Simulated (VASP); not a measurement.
SnO (zincblende type):

```
CELL_PARAMETERS angstrom
0.00000 2.27846 2.27846
2.27846 0.00000 2.27846
2.27846 2.27846 0.00000
ATOMIC_POSITIONS crystal
Sn 0.00000 0.00000 0.00000
O 0.25000 0.25000 0.25000
```

```yaml
Program: VASP 6.6.1
Task: relaxation of cell and atoms
Functional: PBE
Potentials_or_basis: VASP PAW PBE potentials, release 64 (Sn_d, O_h)
Cutoff: 910 eV
k_mesh: 12 × 12 × 12
Occupations: fermi-dirac, width 0.08 eV
Spin: no spin polarisation
```

At the start: pressure 98.4 GPa; volume 11.83 Å³/atom.

Task: Where does the relaxation end?

Result: Over 22 steps the energy falls by 1489.7 meV/atom and the volume is 18.61 Å³/atom (+57.3 %); space group F-43m (No. 216, to 0.05 Å).

Step by step:
```csv
step,energy change (eV),largest force (eV/Å),pressure (GPa),volume (Å³)
1,0.0000,0.0000,98.43,23.66
2,-0.3146,0.0000,-33.17,58.28
3,-2.9707,0.0000,-2.84,38.19
4,-2.9790,0.0000,-0.68,37.44
5,-2.9794,0.0000,0.27,37.12
6,-2.9794,0.0000,0.27,37.12
7,-2.9794,0.0000,0.27,37.12
8,-2.9794,0.0000,0.27,37.12
9,-2.9794,0.0000,0.27,37.12
10,-2.9794,0.0000,0.27,37.12
11,-2.9794,0.0000,0.27,37.12
12,-2.9794,0.0000,0.27,37.12
13,-2.9794,0.0000,0.27,37.13
14,-2.9794,0.0000,0.27,37.13
15,-2.9794,0.0000,0.26,37.13
16,-2.9794,0.0000,0.25,37.13
17,-2.9794,0.0000,0.24,37.13
18,-2.9794,0.0000,0.23,37.14
19,-2.9795,0.0000,0.18,37.15
20,-2.9795,0.0000,0.09,37.18
21,-2.9795,0.0000,-0.09,37.24
22,-2.9795,0.0000,-0.01,37.21
```

Final structure:
```
CELL_PARAMETERS angstrom
0.00000 2.64988 2.64988
2.64988 0.00000 2.64988
2.64988 2.64988 0.00000
ATOMIC_POSITIONS crystal
Sn 0.00000 0.00000 0.00000
O 0.25000 0.25000 0.25000
```

Caveat: the cutoff is under 1.25 times the usual one of these potentials, so pressure, stress and relaxed cells hold a basis-set (Pulay) error; the volume moved by over 15 % at a fixed basis, so the end points are rough.
